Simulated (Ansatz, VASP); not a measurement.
# One calculation of SrAl2O2, two programs

```
Sr Al O
1.0
     2.09599   -6.46347    0.00000
     2.09599    6.46347    0.00000
     0.00000    0.00000    3.17836
Sr Al O
1 2 2
Direct
  0.50000 0.50000 0.00000
  0.81122 0.18878 0.50000
  0.18878 0.81122 0.50000
  0.88680 0.11320 0.00000
  0.11320 0.88680 0.00000
```

Change from the starting cell: the structure that the rattled cell fell into.

Alike in both runs: functional PBE; k mesh 4 × 4 × 6; occupations gaussian, width 0.1 eV; no spin polarisation.

Ansatz relaxed the structure, and its values are those at the end. VASP's run is a single point on that final structure, the one shown.

```csv
,VASP,Ansatz
version,VASP 6.6.1,Ansatz 0.2.0
potentials or method,"VASP PAW PBE potentials, release 64 (Sr_sv, Al, O), cutoff 520 eV","scalar-relativistic, plane waves, PAW"
valence electrons in the cell,28,28
```

Ansatz gave:

```
gap on the k mesh at the Fermi level (eV) : none
pressure (GPa)                            : 0.0
rms of the force components (eV/Å)        : 0.002
```

Question: Which values does VASP return?

Answer: gap on the k mesh at the Fermi level (eV): none; pressure (GPa): 0.1; rms of the force components (eV/Å): 0.014.

A gap of «none» marks a metal or a gap that the smearing closes.

The k mesh is coarse, so the values compare programs but aren't converged.
